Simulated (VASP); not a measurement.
SiNi: single point with PBE

Crystal: SiNi.

```xyz
8
Lattice="5.1541 0.0000 0.0000 0.0000 3.3755 0.0000 0.0000 0.0000 5.6197" Properties=species:S:1:pos:R:3 pbc="T T T"
Si    1.6734    2.4366    0.4469
Si    0.9390    0.7488    3.2567
Si    4.2505    2.4366    2.3118
Si    3.5160    0.7488    5.1216
Ni    0.0247    0.9389    1.0849
Ni    2.5170    2.6267    3.8947
Ni    2.6017    0.9389    1.7762
Ni    5.0941    2.6267    4.5861
```

This cell differs from its parent crystal: all Ni atoms moved 0.2 Å in one direction.

* Program: VASP 6.6.1
* Task: single point
* Functional: PBE
* Potentials or basis: VASP PAW PBE potentials, release 64 (Si, Ni)
* Cutoff: 520 eV
* k mesh: 8 × 10 × 6
* Occupations: gaussian, width 0.15 eV
* Spin: no spin polarisation

- Pressure: 3.1 GPa
- Largest force: 1.878 eV/Å
- Band gap on the k mesh: zero (bands 28 and 29 overlap by 1.80 eV)

Forces in eV/Å, atoms in the order of the input:
```
Si  -0.119  1.193 -0.019
Si  -0.462  1.186  0.168
Si  -0.456  1.610  0.851
Si  -0.099  1.584  0.630
Ni   0.290 -1.501 -0.612
Ni   0.249 -1.486 -0.576
Ni   0.320 -1.262 -0.241
Ni   0.276 -1.324 -0.202
```

Stress tensor (GPa, compression positive):
```
 3.68 -0.84 -0.23
-0.84  2.98  0.74
-0.23  0.74  2.59
```

Levels at points of the mesh, in eV from the Fermi level:
```csv
k point,band 25,band 26,band 27,band 28,band 29,band 30,band 31,band 32
"(0.00, 0.00, 0.00)",-1.82,-1.14,-0.99,-0.94,0.57,1.18,3.09,3.90
"(0.50, 0.00, 0.00)",-1.89,-1.89,0.92,0.94,1.20,1.25,3.43,3.48
"(0.00, 0.50, 0.00)",-1.87,-1.86,-1.48,-1.40,-0.65,-0.64,1.92,1.96
"(0.50, 0.50, 0.00)",-1.74,-1.72,-1.67,-1.66,0.39,0.40,0.43,0.43
"(0.00, 0.00, 0.50)",-1.44,-1.43,-0.28,-0.26,0.96,1.00,3.11,3.14
"(0.50, 0.00, 0.50)",-1.01,-1.01,0.76,0.77,2.17,2.18,2.53,2.54
"(0.00, 0.50, 0.50)",-1.95,-1.94,-1.73,-1.71,0.12,0.13,1.22,1.24
"(0.50, 0.50, 0.50)",-1.95,-1.92,-1.88,-1.85,2.38,2.40,2.59,2.64
```

Wall time 10 min on 1 thread of Intel(R) Xeon(R) 6975P-C (Granite Rapids), on a shared host, peak memory 0.72 GiB.

Caveat: the cell differs from its parent crystal (all Ni atoms moved 0.2 Å in one direction); the cell stands under pressure; forces of over 1 eV/Å act on the atoms, so gaps and moduli don't describe the material at rest. Spin polarisation is off, so any magnetic state and its effect on volume and gap are missing.
